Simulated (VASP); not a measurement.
A run of VASP 6.6.1 is set up as follows.

The input INCAR:

```
SYSTEM = RbHoBr4
ALGO = Normal ; EDIFF = 1E-6
ENCUT = 500 ; GGA = PE
GGA_COMPAT = .False. ; ISIF = 2
ISMEAR = 0 ; LASPH = .True.
LCHARG = .True. ; LELF = .True.
LMAXMIX = 6 ; LREAL = .False.
LVHAR = .True. ; LWAVE = .False.
NBANDS = 58 ; NELM = 200
PREC = Accurate ; SIGMA = 0.1
```

KPOINTS

```
k-points
0
Gamma
  4 2 2
  0 0 0
```

Contents of POSCAR:

```
RbHoBr4
1.0
    0.0000000000      5.5270935291      0.0000000000
    0.0000000000      0.0000000000      9.0801552123
   11.0541870582      0.0000000000      0.0000000000
Rb Ho Br
2 2 8
Direct
    0.0000000000      0.0000000000      0.0000000000
    0.0000000000      0.0000000000      0.5000000000
    0.5000000000      0.5000000000      0.2500000000
    0.5000000000      0.5000000000      0.7500000000
    0.5000000000      0.8039636520      0.2500000000
    0.5000000000      0.8039636520      0.7500000000
    0.5000000000      0.1960363480      0.2500000000
    0.5000000000      0.1960363480      0.7500000000
    0.0000000000      0.5000000000      0.2500000000
    0.0000000000      0.5000000000      0.7500000000
    0.5000000000      0.5000000000      0.5000000000
    0.5000000000      0.5000000000      0.0000000000
```

Potentials or basis: VASP PAW PBE potentials, release 64 (Rb_sv, Ho_3, Br), 4f in core.

Run with:

```bash
$ cat potpaw_PBE.64/Rb_sv/POTCAR potpaw_PBE.64/Ho_3/POTCAR potpaw_PBE.64/Br/POTCAR > POTCAR
$ mpirun -np 1 vasp_std > vasp.out
```

(1) Predict the pressure.

(2) Estimate the band gap on the k mesh.

(3) Predict the largest force.

Results:

(1) 0.0 GPa.

(2) 3.23 eV.

(3) 0.004 eV/Å.

Caveat: spin-orbit coupling is left out, which moves the levels of the heavy elements; the 4f electrons are frozen in the core, so they carry no moment and show no levels.
